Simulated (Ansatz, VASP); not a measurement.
One calculation of Ca7Se, two programs

```
Ca Se
1.0
     0.00000    4.53751    4.53751
     4.53751    0.00000    4.53751
     4.53751    4.53751    0.00000
Ca Se
7 1
Direct
  0.00000 0.00000 0.50000
  0.50000 0.00000 0.50000
  0.00000 0.50000 0.50000
  0.50000 0.50000 0.00000
  0.00000 0.50000 0.00000
  0.50000 0.00000 0.00000
  0.50000 0.50000 0.50000
  0.00000 0.00000 0.00000
```

Change from the starting cell: species swapped into the Zn7Mo type (Fm-3m, No. 225).

Alike in both runs: task single point; functional PBE; k mesh 4 × 4 × 4; occupations gaussian, width 0.1 eV; no spin polarisation.

```csv
,VASP,Ansatz
version,VASP 6.6.1,Ansatz 0.2.0
potentials or method,"VASP PAW PBE potentials, release 64 (Ca_sv, Se), cutoff 520 eV","scalar-relativistic, plane waves, PAW"
valence electrons in the cell,76,86
```

|  | VASP | Ansatz | Ansatz less VASP |
| --- | --- | --- | --- |
| gap on the k mesh at the Fermi level (eV) | none | none | - |
| pressure (GPa) | 19.2 | 19.1 | -0.09 |

A gap of «none» marks a metal or a gap that the smearing closes. With one functional, cell and mesh, what is left measures potentials, basis and numerics. VASP's potentials hold 76 valence electrons a cell and Ansatz's 86, so a difference there can come from the potentials and not from the codes.
